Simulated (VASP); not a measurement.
Crystal: Li.

```xyz
2
Lattice="3.5100 0.0000 0.0000 0.0000 3.5100 0.0000 0.0000 0.0000 3.5100" Properties=species:S:1:pos:R:3 pbc="T T T"
Li    0.0000    0.0000    0.0000
Li    1.7550    1.7550    1.7550
```

```yaml
Program: VASP 6.6.1
Task: relaxation of cell and atoms
Functional: LDA
Potentials_or_basis: VASP PAW LDA potentials, release 64 (Li_sv)
Cutoff: 600 eV
k_mesh: 7 × 7 × 7
Occupations: gaussian, width 0.1 eV
Spin: collinear spin, zero start
Starting_moments: "[0.0, 0.0] μB"
```

At the start: pressure -1.6 GPa; volume 21.62 Å³/atom.

Problem. Where does the relaxation end?

Solution. Over 4 steps the energy falls by 15.8 meV/atom and the volume is 18.77 Å³/atom (-13.2 %); space group Im-3m (No. 229, to 0.1 Å) before and after; moment 0.00 μB per cell.

Step by step:
| step | energy change (eV) | largest force (eV/Å) | pressure (GPa) | volume (Å³) |
| --- | --- | --- | --- | --- |
| 1 | 0.0000 | 0.0000 | -1.63 | 43.24 |
| 2 | -0.0126 | 0.0000 | -1.33 | 41.88 |
| 3 | -0.0299 | 0.0000 | -0.44 | 38.83 |
| 4 | -0.0315 | 0.0000 | 0.05 | 37.53 |

Final structure:
```xyz
2
Lattice="3.3481 0.0000 0.0000 0.0000 3.3481 0.0000 0.0000 0.0000 3.3481" Properties=species:S:1:pos:R:3 pbc="T T T"
Li    3.3481    0.0000    3.3481
Li    1.6740    1.6740    1.6740
```

Caveat: the cutoff is under 1.25 times the usual one of these potentials, so pressure, stress and relaxed cells hold a basis-set (Pulay) error.
